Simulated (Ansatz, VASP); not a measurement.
One calculation of ZrC, two programs

File INCAR:

```
SYSTEM = ZrC
ALGO = Normal
EDIFF = 1E-6
ENCUT = 520
GGA = CA
GGA_COMPAT = .FALSE.
ISIF = 2
ISMEAR = -1
LASPH = .TRUE.
LCHARG = .FALSE.
LMAXMIX = 4
LORBIT = 11
LORBMOM = .TRUE.
LREAL = .FALSE.
LSORBIT = .TRUE.
LWAVE = .FALSE.
MAGMOM = 0 0 0 0 0 0 0 0 0 0 0 0
NBANDS = 46
NELM = 150
PREC = Accurate
SIGMA = 0.05
```

Contents of KPOINTS:

```
k-points
0
G
  7 7 4
  0 0 0
```

The input POSCAR:

```
ZrC
1.0
    3.3914762718      0.0000000000      0.0000000000
   -1.6957381359      2.9371046077      0.0000000000
    0.0000000000      0.0000000000      5.2900530000
Zr C
2 2
Direct
    0.6666666667      0.3333333333      0.7500000000
    0.3333333333      0.6666666667      0.2500000000
    0.0000000000      0.0000000000      0.5000000000
    0.0000000000      0.0000000000      0.0000000000
```

input.yaml

```yaml
crystal:
  lattice:
    - [3.3914762718, 0.0, 0.0]
    - [-1.6957381359, 2.9371046077, 0.0]
    - [0.0, 0.0, 5.290053]
  atoms:
    - { symbol: Zr, position: [0.6666666667, 0.3333333333, 0.75] }
    - { symbol: Zr, position: [0.3333333333, 0.6666666667, 0.25] }
    - { symbol: C, position: [0.0, 0.0, 0.5] }
    - { symbol: C, position: [0.0, 0.0, 0.0] }
hamiltonian:
  xc: lda
  pseudopotentials: { kind: paw_fr }
magnetization:
  noncollinear: true
  spin_orbit: true
kpoints:
  mp_grid: { grid: [7, 7, 4] }
  band_path:
    path:
      - [[0.0, 0.0, 0.0], [0.5, 0.0, 0.0], [0.3333333333, 0.3333333333, 0.0], [0.0, 0.0, 0.0], [0.0, 0.0, 0.5], [0.5, 0.0, 0.5], [0.3333333333, 0.3333333333, 0.5], [0.0, 0.0, 0.5]]
      - [[0.5, 0.0, 0.5], [0.5, 0.0, 0.0]]
      - [[0.3333333333, 0.3333333333, 0.0], [0.3333333333, 0.3333333333, 0.5]]
    npoints: 14
scf:
  occupations: { method: fermi_dirac, width: 0.05 }
  n_extra_bands: 10
output:
  forces: true
  stress: true
  eigenvalues: true
  fatbands: false
```

Alike in both runs: functional LDA; k mesh 7 × 7 × 4; occupations fermi-dirac, width 0.05 eV; non-collinear spin, spin-orbit coupling.

```csv
,VASP,Ansatz
version,VASP 6.6.1,Ansatz 0.2.0
potentials or method,"VASP PAW LDA potentials, release 64 (Zr_sv, C)",Ansatz PAW
plane-wave cutoff (eV),520,420
valence electrons in the cell,32,32
task,single point,band structure
```

VASP gave:

| Quantity | Value |
| --- | --- |
| pressure (GPa) | -11.3 |
| traceless stress, the component that is largest in VASP (GPa) | 2.51 |
| net moment per atom (μB) | 0.00 |

Question: What did Ansatz give for the same quantities?

Answer: Pressure (GPa): -11.9; traceless stress, the component that is largest in VASP (GPa): 2.55; net moment per atom (μB): 0.00.

LDA's correlation is that of Perdew and Zunger in VASP and of Perdew and Wang (1992) in Ansatz.
